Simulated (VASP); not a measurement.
A run of VASP 6.6.1 is set up as follows.

Contents of INCAR:

```
  PREC = Accurate
  ENCUT = 500
  EDIFF = 1E-6
  ISMEAR = -1
  SIGMA = 0.05
  LREAL = F
  LASPH = T
  NELM = 120
  ALGO = Normal
  ISIF = 2
  LWAVE = F
  LCHARG = F
  GGA = PE
  NBANDS = 18
  GGA_COMPAT = F
```

KPOINTS

```
regular mesh
0
Gamma
  8 8 8
```

The input POSCAR:

```
BiTe
1.0
    0.0000000000      3.2023209981      3.2023209981
    3.2023209981      0.0000000000      3.2023209981
    3.2023209981      3.2023209981      0.0000000000
Bi Te
1 1
Direct
    0.0000000000      0.0000000000      0.0000000000
    0.5000000000      0.5000000000      0.5000000000
```

Potentials or basis: VASP PAW PBE potentials, release 64 (Bi_d, Te).

Launch:

```sh
$ cat potpaw_PBE.64/Bi_d/POTCAR potpaw_PBE.64/Te/POTCAR > POTCAR
$ mpirun -np 1 vasp_std > vasp.out
```

(1) Estimate the pressure.

Results:

(1) 2.3 GPa.
